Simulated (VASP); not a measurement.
Set up this calculation in VASP 6.6.1, as the native input.

- Task: single point
- Functional: PBE
- Potentials or basis: VASP PAW PBE potentials, release 64 (B, As)
- Cutoff: 520 eV
- k mesh: 6 × 6 × 6
- Occupations: gaussian, width 0.02 eV
- Spin: no spin polarisation
- Dipole correction: no
- Further INCAR settings: ALGO = Normal; EDIFF = 1e-06; NBANDS = 38

The structure of B5As2 lies in POSCAR:

```
B5As2
1.0
    0.0000000000      6.3630306374      8.6215417813
    2.3749677102      0.0000000000      8.6215417813
    2.3749677102      6.3630306374      0.0000000000
B As
10 4
Direct
    0.0489402312      0.0489402312      0.9510597688
    0.9510597688      0.9510597688      0.0489402312
    0.2057728700      0.5722326248      0.7942271300
    0.5722326248      0.2057728700      0.4277673752
    0.9740764439      0.6141742438      0.0259235561
    0.0259235561      0.3858257562      0.9740764439
    0.6141742438      0.9740764439      0.3858257562
    0.3858257562      0.0259235561      0.6141742438
    0.4277673752      0.7942271300      0.5722326248
    0.7942271300      0.4277673752      0.2057728700
    0.7433067197      0.9858205956      0.0141794044
    0.0141794044      0.2566932803      0.7433067197
    0.2566932803      0.0141794044      0.9858205956
    0.9858205956      0.7433067197      0.2566932803
```

One way to write it, as run:

INCAR

```
  PREC = Accurate
  ENCUT = 520
  EDIFF = 1E-6
  ISMEAR = 0
  SIGMA = 0.02
  LREAL = False
  LASPH = True
  NELM = 100
  ALGO = Normal
  ISIF = 2
  LWAVE = False
  LCHARG = False
  GGA = PE
  NBANDS = 38
```

KPOINTS

```
Automatic mesh
0
Gamma
  6 6 6
```

Potentials or basis: VASP PAW PBE potentials, release 64 (B, As).

Launch:

```bash
$ cat potpaw_PBE.64/B/POTCAR potpaw_PBE.64/As/POTCAR > POTCAR
$ mpirun -np 1 vasp_std > vasp.out
```

Results of the run:

The pressure is 0.3 GPa. The largest force is 0.130 eV/Å and the band gap on the k mesh is 0.88 eV, direct.

Wall time 11 min on 1 thread of Intel(R) Xeon(R) Platinum 8488C (Sapphire Rapids), with other jobs on the host, peak memory 0.82 GiB.
